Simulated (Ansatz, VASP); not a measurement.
# Two plane-wave programs on TaBe2

INCAR

```
ALGO = Normal
EDIFF = 1E-6
ENCUT = 520
GGA = CA
ISIF = 2
ISMEAR = 1
LASPH = True
LCHARG = True
LELF = True
LREAL = False
LVHAR = True
LWAVE = False
NBANDS = 24
NELM = 80
PREC = Accurate
SIGMA = 0.05
```

File KPOINTS:

```
k-points
0
Gamma
  6 6 6
```

The input POSCAR:

```
TaBe2
1.0
    0.0000000000      3.2558660000      3.2558660000
    3.2558660000      0.0000000000      3.2558660000
    3.2558660000      3.2558660000      0.0000000000
Ta Be
2 4
Direct
    0.7500000000      0.7500000000      0.7500000000
    0.5000000000      0.5000000000      0.5000000000
    0.1250000000      0.6250000000      0.1250000000
    0.1250000000      0.1250000000      0.6250000000
    0.6250000000      0.1250000000      0.1250000000
    0.1250000000      0.1250000000      0.1250000000
```

Input for Ansatz:

```yaml
crystal:
  lattice:
    - [0.0, 3.255866, 3.255866]
    - [3.255866, 0.0, 3.255866]
    - [3.255866, 3.255866, 0.0]
  atoms:
    - { symbol: Ta, position: [0.75, 0.75, 0.75] }
    - { symbol: Ta, position: [0.5, 0.5, 0.5] }
    - { symbol: Be, position: [0.125, 0.625, 0.125] }
    - { symbol: Be, position: [0.125, 0.125, 0.625] }
    - { symbol: Be, position: [0.625, 0.125, 0.125] }
    - { symbol: Be, position: [0.125, 0.125, 0.125] }
basis:
  ecutwfc: 420.0
kpoints:
  mp_grid:
    grid: [6, 6, 6]
hamiltonian:
  xc: lda
scf:
  occupations:
    method: cold
    width: 0.05
output:
  stress: true
```

Alike in both runs: task single point; functional LDA; k mesh 6 × 6 × 6; no spin polarisation.

```csv
,VASP,Ansatz
version,VASP 6.6.1,Ansatz 0.2.0
potentials or method,"VASP PAW LDA potentials, release 64 (Ta_pv, Be), cutoff 520 eV","plane waves, PAW"
occupations,"methfessel-paxton of order 1, width 0.05 eV","cold, width 0.05 eV"
valence electrons in the cell,30,34
```

```tsv
	VASP	Ansatz	Ansatz less VASP
pressure (GPa)	-6.7	-7.4	-0.73
```

LDA's correlation is that of Perdew and Zunger in VASP and of Perdew and Wang (1992) in Ansatz. VASP's potentials hold 30 valence electrons a cell and Ansatz's 34, so a difference there can come from the potentials and not from the codes.

Neither program's run includes spin-orbit coupling.
